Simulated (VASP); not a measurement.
# CoO (Pm-3m) in VASP: a series of runs

CoO is run at these levels: PBE; tasks: single point.

Program: VASP 6.6.1. These are calculated values, not measurements. Logs are shortened: lines on timing, memory, paths and dates and some standing lists are left out, and cuts for length are marked.

### Step 1. The cell of the first run

Symmetry: Pm-3m, No. 221, cubic system. Conventional cell: a = 2.616 Å, b = 2.616 Å, c = 2.616 Å, α = 90.00°, β = 90.00°, γ = 90.00°. Within 3.0 Å of Co (site symmetry m-3m) lie 8 O at 2.27 Å and 6 Co at 2.62 Å. Within 3.0 Å of O (site symmetry m-3m) lie 8 Co at 2.27 Å and 6 O at 2.62 Å.

### Step 2. Single point, PBE, collinear spin, ferromagnetic start

INCAR reads:

```
PREC = Accurate
ENCUT = 520
EDIFF = 1E-7
ISMEAR = 0
SIGMA = 0.1
LREAL = F
LASPH = T
NELM = 150
ALGO = Normal
ISIF = 2
LWAVE = F
LCHARG = F
ISPIN = 2
MAGMOM = 4.5 0
LORBIT = 11
LMAXMIX = 4
GGA = PE
NBANDS = 18
```

KPOINTS reads:

```
Automatic mesh
0
Gamma
  16 16 16
```

POSCAR reads:

```
CoO
1.0
    2.6161540064      0.0000000000      0.0000000000
    0.0000000000      2.6161540064      0.0000000000
    0.0000000000      0.0000000000      2.6161540064
Co O
1 1
Direct
    0.0000000000      0.0000000000      0.0000000000
    0.5000000000      0.5000000000      0.5000000000
```

Potentials or basis: VASP PAW PBE potentials, release 64 (Co, O).

Command:

```console
> cat potpaw_PBE.64/Co/POTCAR potpaw_PBE.64/O/POTCAR > POTCAR
> mpirun -np 1 vasp_std > vasp.out
```

OUTCAR:

```text
PREC = Accurate
   ENCUT = 520
   EDIFF = 1E-7
   ISMEAR = 0
   LREAL = F
   LASPH = T
   NELM = 150
   ISIF = 2
   ISPIN = 2
   LORBIT = 11
   GGA = PE

 ion  position               nearest neighbor table
   1  0.000  0.000  0.000-   2 2.27   2 2.27   2 2.27   2 2.27   2 2.27   2 2.27   2 2.27   2 2.27

   2  0.500  0.500  0.500-   1 2.27   1 2.27   1 2.27   1 2.27   1 2.27   1 2.27   1 2.27   1 2.27

  LATTYP: Found a simple cubic cell.
 ALAT       =     2.6161540064

  Lattice vectors:

 A1 = (   2.6161540064,   0.0000000000,   0.0000000000)
 A2 = (   0.0000000000,   2.6161540064,   0.0000000000)
 A3 = (   0.0000000000,   0.0000000000,   2.6161540064)

Analysis of symmetry for initial positions (statically):
=====================================================================
 Subroutine PRICEL returns:
 Original cell was already a primitive cell.

 Routine SETGRP: Setting up the symmetry group for a
 simple cubic supercell.

 Subroutine GETGRP returns: Found 48 space group operations
 (whereof 48 operations were pure point group operations)
 out of a pool of 48 trial point group operations.

The static configuration has the point symmetry O_h .

Analysis of symmetry for dynamics (positions and initial velocities):
=====================================================================
 Subroutine PRICEL returns:
 Original cell was already a primitive cell.

 Routine SETGRP: Setting up the symmetry group for a
 simple cubic supercell.

 Subroutine GETGRP returns: Found 48 space group operations
 (whereof 48 operations were pure point group operations)
 out of a pool of 48 trial point group operations.

The dynamic configuration has the point symmetry O_h .

Analysis of structural, dynamic, and magnetic symmetry:
=====================================================================
 Subroutine PRICEL returns:
 Original cell was already a primitive cell.

 Routine SETGRP: Setting up the symmetry group for a
 simple cubic supercell.

 Subroutine GETGRP returns: Found 48 space group operations
 (whereof 48 operations were pure point group operations)
 out of a pool of 48 trial point group operations.

The overall configuration has the point symmetry O_h .

 Subroutine INISYM returns: Found 48 space group operations
 (whereof 48 operations are pure point group operations),
 and found     1 'primitive' translations

----------------------------------------------------------------------------------------

                                     Primitive cell

  volume of cell :      17.9056

  direct lattice vectors                    reciprocal lattice vectors
     2.616154006  0.000000000  0.000000000     0.382240494  0.000000000  0.000000000
     0.000000000  2.616154006  0.000000000     0.000000000  0.382240494  0.000000000
     0.000000000  0.000000000  2.616154006     0.000000000  0.000000000  0.382240494

  length of vectors
     2.616154006  2.616154006  2.616154006     0.382240494  0.382240494  0.382240494

  position of ions in fractional coordinates (direct lattice)
     0.000000000  0.000000000  0.000000000
     0.500000000  0.500000000  0.500000000

  ion indices of the primitive-cell ions
   primitive index   ion index
                 1           1
                 2           2

----------------------------------------------------------------------------------------

 KPOINTS: Automatic mesh

Automatic generation of k-mesh.
 Grid dimensions read from file:
 generate k-points for:   16   16   16

 Generating k-lattice:

  Cartesian coordinates                     Fractional coordinates (reciprocal lattice)
     0.023890031  0.000000000  0.000000000     0.062500000  0.000000000  0.000000000
     0.000000000  0.023890031  0.000000000     0.000000000  0.062500000  0.000000000
     0.000000000  0.000000000  0.023890031     0.000000000  0.000000000  0.062500000

  Length of vectors
     0.023890031  0.023890031  0.023890031

  Shift w.r.t. Gamma in fractional coordinates (k-lattice)
     0.000000000  0.000000000  0.000000000

 Subroutine IBZKPT returns following result:
 ===========================================

 Found    165 irreducible k-points:

 Following reciprocal coordinates:
            Coordinates               Weight
  0.000000  0.000000  0.000000      1.000000
  0.062500  0.000000  0.000000      6.000000
  0.125000  0.000000  0.000000      6.000000
  0.187500  0.000000  0.000000      6.000000
  0.250000  0.000000  0.000000      6.000000
  0.312500  0.000000  0.000000      6.000000
[... 16 lines left out ...]
  0.437500  0.125000  0.000000     24.000000
  0.500000  0.125000  0.000000     12.000000
 [... further k-points ...]
   k-points           NKPTS =    165   k-points in BZ     NKDIM =    165   number of bands    NBANDS=     18
   number of dos      NEDOS =    301   number of ions     NIONS =      2
   total plane-waves  NPLWV =   8000
   dimension x,y,z NGX =    20 NGY =   20 NGZ =   20
   dimension x,y,z NGXF=    40 NGYF=   40 NGZF=   40
   ions per type =               1   1
   NGX,Y,Z   is equivalent  to a cutoff of  12.71, 12.71, 12.71 a.u.
   NGXF,Y,Z  is equivalent  to a cutoff of  25.42, 25.42, 25.42 a.u.
 SYSTEM =  unknown system
   PREC   = accura    normal or accurate (medium, high low for compatibility)
   ISTART =      0    job   : 0-new  1-cont  2-samecut
   ICHARG =      2    charge: 1-file 2-atom 10-const
   ISPIN  =      2    spin polarized calculation?
   LNONCOLLINEAR =      F non collinear calculations
   LSORBIT =      F    spin-orbit coupling
   LASPH  =      T    aspherical Exc in radial PAW
   ENCUT  =  520.0 eV  38.22 Ry    6.18 a.u.   4.86  4.86  4.86*2*pi/ulx,y,z
   NELM   =    150;   NELMIN=  2; NELMDL= -5     # of ELM steps
   EDIFF  = 0.1E-06   stopping-criterion for ELM
   LREAL  =      F    real-space projection
   EDIFFG = 0.1E-05   stopping-criterion for IOM
   NSW    =      0    number of steps for IOM
   IBRION =     -1    ionic relax: 0-MD 1-quasi-New 2-CG
   NFREE  =      0    steps in history (QN), initial steepest desc. (CG)
   ISIF   =      2    stress and relaxation
   ISYM   =      2    0-nonsym 1-usesym 2-fastsym
   POTIM  = 0.5000    time-step for ionic-motion
   TEBEG  =    0.0;   TEEND  =   0.0 temperature during run
   PSTRESS=    0.0 pullay stress
   NELECT =      15.0000    total number of electrons
   NUPDOWN=      -1.0000    fix difference up-down
   EMIN   =  10.00;   EMAX   =-10.00  energy-range for DOS
   EFERMI =   0.00;   METHOD = LEGACY
   ISMEAR =     0;   SIGMA  =   0.10  broadening in eV -4-tet -1-fermi 0-gaus
   EFERMI_NEDOS =   21; number of points for ismear=-14 and -15
   IALGO  =     38    algorithm
   IMIX   =      4    mixing-type and parameters
     AMIX     =   0.40;   BMIX     =  1.00
     AMIX_MAG =   1.60;   BMIX_MAG =  1.00
  volume/ion in A,a.u.               =       8.95        60.42
  Fermi-wavevector in a.u.,A,eV,Ry     =   1.543270  2.916358 32.404759  2.381683
  Thomas-Fermi vector in A             =   2.648957
   LORBIT       =     11    0 simple, 1 ext, 2 COOP (PROOUT), +10 PAW based schemes
   GGA     = PE    functional components
   LHFCALC =     F    Hartree Fock is set to
   AEXX    =    0.0000 exact exchange contribution
   IVDW    =     0    specifies the selected vdW correction
   LEPSILON=     F    determine dielectric tensor
   LRPA    =     F    only Hartree local field effects (RPA)
 spin polarized calculation
 Gauss-broadening in eV      SIGMA  =   0.10
  energy-cutoff  :      520.00
  volume of cell :       17.91
 maximum number of plane-waves:       500
 NGX is ok and might be reduce to    20
   NGX =  9   NGY =  9   NGZ =  9

 number of electron      14.9999995 magnetization       3.0004598

 Free energy of the ion-electron system (eV)
  ---------------------------------------------------
  ext. energy  EPLUGINS =         0.00000000
  ---------------------------------------------------
  free energy    TOTEN  =       -12.40068070 eV

  energy without entropy =      -12.38833033  energy(sigma->0) =      -12.39450551

 E-fermi :   8.6776     XC(G=0): -12.9861

 val. band max:        8.6768188986   @ k =   0.4375   0.3125   0.0000
 cond. band min:       8.6803570641   @ k =   0.3750   0.3750   0.2500
 fundamental gap:      0.0035381654
 Fermi energy:         8.6775976674

 spin component 1

 k-point     1 :       0.0000    0.0000    0.0000
  band No.  band energies     occupation
      1     -11.6626      1.00000
      2       4.4148      1.00000
      3       4.4149      1.00000
      4       5.8793      1.00000
      5       5.8793      1.00000
      6       5.8793      1.00000
[... 10 lines left out ...]
     17      40.3592      0.00000
     18      40.3592      0.00000
[... 463 lines left out ...]
 k-point    24 :       0.5000    0.1250    0.0000
  band No.  band energies     occupation
      1     -10.3230      1.00000
      2       0.3093      1.00000
      3       3.8949      1.00000
      4       4.2250      1.00000
      5       4.8520      1.00000
      6       6.0945      1.00000
[... 10 lines left out ...]
     17      36.7071      0.00000
     18      39.7044      0.00000

 [... further k-points ...]

 spin component 2

 k-point     1 :       0.0000    0.0000    0.0000
  band No.  band energies     occupation
      1     -10.9758      1.00000
      2       6.1270      1.00000
      3       6.1270      1.00000
      4       6.6794      1.00000
      5       6.6794      1.00000
      6       6.6794      1.00000
[... 10 lines left out ...]
     17      40.5203      0.00000
     18      40.5203      0.00000
[... 463 lines left out ...]
 k-point    24 :       0.5000    0.1250    0.0000
  band No.  band energies     occupation
      1      -9.5557      1.00000
      2       0.8960      1.00000
      3       5.3648      1.00000
      4       5.9266      1.00000
      5       6.6645      1.00000
      6       9.0806      0.00000
[... 10 lines left out ...]
     17      37.3317      0.00000
     18      40.2308      0.00000

 [... further k-points ...]

------------------------ aborting loop because EDIFF is reached ----------------------------------------

  FORCE on cell =-STRESS in cart. coord.  units (eV):
  Direction    XX          YY          ZZ          XY          YZ          ZX
  --------------------------------------------------------------------------------------
  -------------------------------------------------------------------------------------
  Total       -0.0537627     -0.0537627     -0.0537627      0.0000000      0.0000000     -0.0000000
  in kB       -4.8106319     -4.8106319     -4.8106319      0.0000000      0.0000000     -0.0000000
  external PRESSURE =      -4.8106319 kB  Pullay stress =       0.0000000 kB

 VOLUME and BASIS-vectors are now :
 -----------------------------------------------------------------------------
  energy-cutoff  :      520.00
  volume of cell :       17.91
      direct lattice vectors                 reciprocal lattice vectors
     2.616154006  0.000000000  0.000000000     0.382240494  0.000000000  0.000000000
     0.000000000  2.616154006  0.000000000     0.000000000  0.382240494  0.000000000
     0.000000000  0.000000000  2.616154006     0.000000000  0.000000000  0.382240494

 POSITION                                       TOTAL-FORCE (eV/Angst)
 -----------------------------------------------------------------------------------
      0.00000      0.00000      0.00000         0.000000      0.000000      0.000000
      1.30808      1.30808      1.30808         0.000000      0.000000      0.000000
 -----------------------------------------------------------------------------------
    total drift:                                0.000000      0.000000      0.000000

  FREE ENERGIE OF THE ION-ELECTRON SYSTEM (eV)
  ---------------------------------------------------
  free  energy   TOTEN  =       -12.4006806954 eV

  energy  without entropy=      -12.3883303331  energy(sigma->0) =      -12.39450551

 total charge

# of ion       s       p       d       tot
------------------------------------------
    1        0.295   0.348   7.159   7.803
    2        1.581   3.347   0.000   4.928
--------------------------------------------------
tot          1.876   3.695   7.159  12.731

 magnetization (x)

# of ion       s       p       d       tot
------------------------------------------
    1       -0.000   0.003   2.498   2.501
    2        0.019   0.425   0.000   0.444
--------------------------------------------------
tot          0.019   0.428   2.498   2.945
```

Run time: 54 s. Hardware: 1 thread of Intel Xeon 6975P-C (Granite Rapids), shared host; peak memory 0.2 GiB.

Results:

```yaml
Free_energy: -12.4007 eV
Pressure: -0.5 GPa
Band_gap_on_the_k_mesh: zero (filled and empty bands overlap)
Net_moment: 3.00 μB per cell
Site_moments: Co +2.50; O +0.44 μB
Valence_electrons_inside_the_program's_atomic_spheres: Co 7.80; O 4.93
```

Levels at points of the mesh, in eV from the Fermi level:
Spin up:
| k point | band 6 | band 7 | band 8 | band 9 | band 10 | band 11 | band 12 | band 13 |
| --- | --- | --- | --- | --- | --- | --- | --- | --- |
| (0.00, 0.00, 0.00) | -2.80 | -2.56 | -2.56 | -2.56 | 0.69 | 15.46 | 15.46 | 19.91 |
| (0.50, 0.00, 0.00) | -2.49 | -1.62 | -0.36 | -0.36 | 6.16 | 8.00 | 16.46 | 17.64 |
| (0.50, 0.50, 0.00) | -3.12 | -3.12 | -1.89 | -1.60 | 5.67 | 11.13 | 11.13 | 16.72 |
| (0.50, 0.50, 0.50) | -1.56 | -0.38 | -0.38 | -0.38 | 6.78 | 6.78 | 6.78 | 14.57 |
Spin down:
| k point | band 4 | band 5 | band 6 | band 7 | band 8 | band 9 |
| --- | --- | --- | --- | --- | --- | --- |
| (0.00, 0.00, 0.00) | -2.00 | -2.00 | -2.00 | 0.50 | 0.50 | 0.50 |
| (0.50, 0.00, 0.00) | -2.91 | -2.13 | 0.42 | 0.60 | 1.79 | 1.79 |
| (0.50, 0.50, 0.00) | -2.16 | -1.03 | -0.42 | -0.21 | -0.21 | 0.61 |
| (0.50, 0.50, 0.50) | -6.09 | 0.65 | 0.65 | 2.09 | 2.09 | 2.09 |

Caveat: a cell with one magnetic atom can't hold antiferromagnetic order, which such compounds often take; semilocal functionals often make such compounds metallic where correlation or magnetic order opens a gap, which also shifts bond lengths.

### Step 3. Single point, PBE, collinear spin, ferromagnetic start

INCAR reads:

```
PREC = Accurate ; ENCUT = 520
EDIFF = 1E-6 ; ISMEAR = 0
SIGMA = 0.1 ; LREAL = F
LASPH = T ; NELM = 150
ALGO = Normal ; ISIF = 2
LWAVE = F ; LCHARG = F
ISPIN = 2 ; MAGMOM = 0.5 0
LORBIT = 11 ; LMAXMIX = 4
GGA = PE ; NBANDS = 18
```

KPOINTS is that of step 2.

POSCAR is that of step 2.

Potentials or basis: VASP PAW PBE potentials, release 64 (Co, O).

Command:

```console
> cat potpaw_PBE.64/Co/POTCAR potpaw_PBE.64/O/POTCAR > POTCAR
> mpirun -np 1 vasp_std > vasp.out
```

OUTCAR:

```text
PREC = Accurate
   ENCUT = 520
   EDIFF = 1E-6
   ISMEAR = 0
   LREAL = F
   LASPH = T
   NELM = 150
   ISIF = 2
   ISPIN = 2
   LORBIT = 11
   GGA = PE

 ion  position               nearest neighbor table
   1  0.000  0.000  0.000-   2 2.27   2 2.27   2 2.27   2 2.27   2 2.27   2 2.27   2 2.27   2 2.27

   2  0.500  0.500  0.500-   1 2.27   1 2.27   1 2.27   1 2.27   1 2.27   1 2.27   1 2.27   1 2.27

  LATTYP: Found a simple cubic cell.
 ALAT       =     2.6161540064

  Lattice vectors:

 A1 = (   2.6161540064,   0.0000000000,   0.0000000000)
 A2 = (   0.0000000000,   2.6161540064,   0.0000000000)
 A3 = (   0.0000000000,   0.0000000000,   2.6161540064)

Analysis of symmetry for initial positions (statically):
=====================================================================
 Subroutine PRICEL returns:
 Original cell was already a primitive cell.

 Routine SETGRP: Setting up the symmetry group for a
 simple cubic supercell.

[... 702 lines left out ...]
      3       6.1272      1.00000
      4       6.6795      1.00000
      5       6.6795      1.00000
      6       6.6795      1.00000
[... 493 lines left out ...]
     17      37.3318      0.00000
     18      40.2308      0.00000

 [... further k-points ...]

------------------------ aborting loop because EDIFF is reached ----------------------------------------

  FORCE on cell =-STRESS in cart. coord.  units (eV):
  Direction    XX          YY          ZZ          XY          YZ          ZX
  --------------------------------------------------------------------------------------
  -------------------------------------------------------------------------------------
  Total       -0.0640293     -0.0640293     -0.0640293      0.0000000      0.0000000     -0.0000000
  in kB       -5.7292732     -5.7292732     -5.7292732      0.0000000      0.0000000     -0.0000000
  external PRESSURE =      -5.7292732 kB  Pullay stress =       0.0000000 kB

 VOLUME and BASIS-vectors are now :
 -----------------------------------------------------------------------------
  energy-cutoff  :      520.00
  volume of cell :       17.91
      direct lattice vectors                 reciprocal lattice vectors
     2.616154006  0.000000000  0.000000000     0.382240494  0.000000000  0.000000000
     0.000000000  2.616154006  0.000000000     0.000000000  0.382240494  0.000000000
     0.000000000  0.000000000  2.616154006     0.000000000  0.000000000  0.382240494

 POSITION                                       TOTAL-FORCE (eV/Angst)
 -----------------------------------------------------------------------------------
      0.00000      0.00000      0.00000         0.000000      0.000000      0.000000
      1.30808      1.30808      1.30808         0.000000      0.000000      0.000000
 -----------------------------------------------------------------------------------
    total drift:                                0.000000      0.000000      0.000000

  FREE ENERGIE OF THE ION-ELECTRON SYSTEM (eV)
  ---------------------------------------------------
  free  energy   TOTEN  =       -12.4006804690 eV

  energy  without entropy=      -12.3883267473  energy(sigma->0) =      -12.39450361

 total charge

# of ion       s       p       d       tot
------------------------------------------
    1        0.295   0.348   7.159   7.803
    2        1.581   3.347   0.000   4.928
--------------------------------------------------
tot          1.876   3.695   7.159  12.731

 magnetization (x)

# of ion       s       p       d       tot
------------------------------------------
    1       -0.000   0.003   2.498   2.501
    2        0.019   0.425   0.000   0.444
--------------------------------------------------
tot          0.019   0.428   2.498   2.945
```

stdout:

```text
POSCAR found type information on POSCAR CoO
 POSCAR found :  2 types and       2 ions
 scaLAPACK will be used
 LDA part: xc-table for (Slater+PW92), standard interpolation
 POSCAR, INCAR and KPOINTS ok, starting setup
 FFT: planning ... GRIDC
 FFT: planning ... GRID_SOFT
 FFT: planning ... GRID
 WAVECAR not read
 entering main loop
```

Run time: 70 s. Hardware: 1 thread of Intel Xeon 6975P-C (Granite Rapids), shared host; peak memory 0.2 GiB.

What came out:

| Item | Value |
| --- | --- |
| Free energy | -12.4007 eV |
| Pressure | -0.6 GPa |
| Band gap on the k mesh | zero (filled and empty bands overlap) |
| Net moment | 3.00 μB per cell |
| Site moments | Co +2.50; O +0.44 μB |
| Valence electrons inside the program's atomic spheres | Co 7.80; O 4.93 |

Caveat: a cell with one magnetic atom can't hold antiferromagnetic order, which such compounds often take; semilocal functionals often make such compounds metallic where correlation or magnetic order opens a gap, which also shifts bond lengths. With open d or f shells a metallic result of PBE can be an artefact of self-interaction; +U or a hybrid may open a gap.

### Step 4. Single point, PBE, collinear spin, ferromagnetic start

INCAR reads:

```
SYSTEM = CoO
ALGO = Normal
EDIFF = 1E-6
ENCUT = 520
GGA = PE
ISIF = 2
ISMEAR = 0
ISPIN = 2
LASPH = .TRUE.
LCHARG = .FALSE.
LMAXMIX = 4
LORBIT = 11
LREAL = .FALSE.
LWAVE = .FALSE.
MAGMOM = 1.53 0.1
NBANDS = 18
NELM = 150
NUPDOWN = 1.5
PREC = Accurate
SIGMA = 0.1
```

KPOINTS reads:

```
k-points
0
G
  16 16 16
  0 0 0
```

POSCAR is that of step 3.

Command:

```console
> cat potpaw_PBE.64/Co/POTCAR potpaw_PBE.64/O/POTCAR > POTCAR
> mpirun -np 1 vasp_std > vasp.out
```

Run time: 37 s. Hardware: 1 thread of Intel Xeon 6975P-C (Granite Rapids), shared host; peak memory 0.19 GiB.

It converged, with:

| Property | Result |
| --- | --- |
| Free energy | -12.0518 eV |
| Pressure | -11.0 GPa |
| Net moment | 1.50 μB per cell |
| Site moments | Co +1.40; O +0.09 μB |
| Valence electrons inside the program's atomic spheres | Co 7.89; O 4.87 |

Caveat: the cell stands under tension; the total moment is fixed, so each spin has its own Fermi level and the state may be an excited one; a cell with one magnetic atom can't hold antiferromagnetic order, which such compounds often take.
